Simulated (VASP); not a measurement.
Pb:

```
Pb
1.0
     0.00000    2.47525    2.47525
     2.47525    0.00000    2.47525
     2.47525    2.47525    0.00000
Pb
1
Direct
  0.00000 0.00000 0.00000
```

| Item | Value |
| --- | --- |
| Program | VASP 6.6.1 |
| Task | relaxation of cell and atoms |
| Functional | revPBE |
| Potentials or basis | VASP PAW PBE potentials, release 64 (Pb_d) |
| Cutoff | 600 eV |
| k mesh | 11 × 11 × 11 |
| Occupations | fermi-dirac, width 0.1 eV |
| Spin | no spin polarisation |

At the start: pressure 3.4 GPa; volume 30.33 Å³/atom.

Problem. Where does the relaxation end?

Solution. Over 3 steps the energy falls by 24.4 meV/atom and the volume is 32.80 Å³/atom (+8.1 %); space group Fm-3m (No. 225, to 0.05 Å).

The path:
| step | energy change (eV) | largest force (eV/Å) | pressure (GPa) | volume (Å³) |
| --- | --- | --- | --- | --- |
| 1 | 0.0000 | 0.0000 | 3.41 | 30.33 |
| 2 | -0.0237 | 0.0000 | -0.46 | 33.25 |
| 3 | -0.0244 | 0.0000 | 0.01 | 32.80 |

Final structure:
```
Pb
1.0
     0.00000    2.54068    2.54068
     2.54068    0.00000    2.54068
     2.54068    2.54068    0.00000
Pb
1
Direct
  0.00000 0.00000 0.00000
```

Caveat: the PAW data sets were made with another functional, which shifts forces and pressure a little.
